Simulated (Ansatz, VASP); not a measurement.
# Y in VASP and in Ansatz

POSCAR

```
Y
1.0
    3.6808463851      0.0000000000      0.0000000000
   -1.8404231926      3.1877064770      0.0000000000
    0.0000000000      0.0000000000      5.7206466204
Y
2
Direct
    0.3333333333      0.6666666667      0.2500000000
    0.6666666667      0.3333333333      0.7500000000
```

The input INCAR.step1:

```
PREC = Accurate ; ENCUT = 520
ISMEAR = 1 ; SIGMA = 0.1
LREAL = False ; LASPH = True
NELM = 100 ; NBANDS = 18
GGA = PE ; ALGO = Normal
EDIFF = 1E-4 ; LWAVE = True
LCHARG = False
```

The input INCAR.step2:

```
PREC = Accurate ; ENCUT = 520
EDIFF = 1E-6 ; ISMEAR = 1
SIGMA = 0.1 ; LREAL = False
LASPH = True ; NELM = 100
ALGO = Normal ; ISIF = 2
LWAVE = False ; LCHARG = False
METAGGA = R2SCAN ; LMIXTAU = True
NBANDS = 18 ; ISTART = 1
```

Contents of KPOINTS:

```
Automatic mesh
0
Gamma
  10 10 6
```

Input for Ansatz:

```yaml
crystal:
  lattice:
    - [3.6808463851, 0.0, 0.0]
    - [-1.8404231926, 3.187706477, 0.0]
    - [0.0, 0.0, 5.7206466204]
  atoms:
    - { symbol: "Y", position: [0.3333333333, 0.6666666667, 0.25] }
    - { symbol: "Y", position: [0.6666666667, 0.3333333333, 0.75] }
hamiltonian:
  xc: r2scan
  pseudopotentials:
    kind: paw
    azcp:
      "Y": "pseudopotentials/Y.paw.azcp"
basis:
  ecutwfc: 500
  fft_grid_basis: typed
kpoints:
  mp_grid: { grid: [10, 10, 6], shift: [0, 0, 0] }
magnetization:
  spin_polarized: false
scf:
  occupations: { method: cold, width: 0.1 }
  lower_state_search: "off"
output:
  stress: true
```

Alike in both runs: task single point; functional r2SCAN; k mesh 10 × 10 × 6; no spin polarisation.

```csv
,VASP,Ansatz
version,VASP 6.6.1,Ansatz 0.2.0
potentials or method,"VASP PAW PBE potentials, release 64 (Y_sv), cutoff 520 eV","plane waves (500 eV) with PAW, scalar-relativistic"
occupations,"methfessel-paxton of order 1, width 0.1 eV","cold, width 0.1 eV"
valence electrons in the cell,22,22
```

```csv
,VASP,Ansatz,Ansatz less VASP
pressure (GPa),-0.2,-0.2,-0.02
"traceless stress, the component that is largest in VASP (GPa)",-0.40,-0.34,+0.060
```

VASP's potentials were made for PBE, not for r2SCAN.
